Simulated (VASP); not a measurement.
Wanted: the native input for a VASP 6.6.1 run.

```yaml
Task: single point
Functional: PBEsol
Potentials_or_basis: VASP PAW PBE potentials, release 64 (Zn, O)
Cutoff: 600 eV
k_mesh: 6 × 6 × 3
Occupations: gaussian, width 0.01 eV
Spin: no spin polarisation
Dipole_correction: no
Further_INCAR_settings: ALGO = Normal; EDIFF = 1e-06; NBANDS = 26
```

The structure of ZnO lies in POSCAR:

```
ZnO
1.0
    3.2879671600      0.0000000000      0.0000000000
   -1.6439835800      2.8474630900      0.0000000000
    0.0000000000      0.0000000000      7.1304413500
Zn O
2 2
Direct
    0.0000000000      0.0000000000      0.7500000000
    0.0000000000      0.0000000000      0.2500000000
    0.3333333333      0.6666666667      0.2500000000
    0.6666666667      0.3333333333      0.7500000000
```

One way to write it, as run:

INCAR

```
PREC = Accurate
ENCUT = 600
EDIFF = 1E-6
ISMEAR = 0
SIGMA = 0.01
LREAL = F
LASPH = T
NELM = 120
ALGO = Normal
ISIF = 2
LWAVE = F
LCHARG = F
GGA = PS
NBANDS = 26
GGA_COMPAT = F
```

KPOINTS

```
regular mesh
0
Gamma
  6 6 3
```

Potentials or basis: VASP PAW PBE potentials, release 64 (Zn, O).

Command:

```console
$ cat potpaw_PBE.64/Zn/POTCAR potpaw_PBE.64/O/POTCAR > POTCAR
$ mpirun -np 1 vasp_std > vasp.out
```

It gave:

```yaml
Pressure: -3.9 GPa
Band_gap_on_the_k_mesh: 0.75 eV
```

Caveat: the cell stands under tension; the PAW data sets were made with another functional, which shifts forces and pressure a little.

It took 33 s on 1 thread of AMD EPYC 7R43 64-Core Processor (Zen 3), with other jobs on the host, peak memory 0.17 GiB.
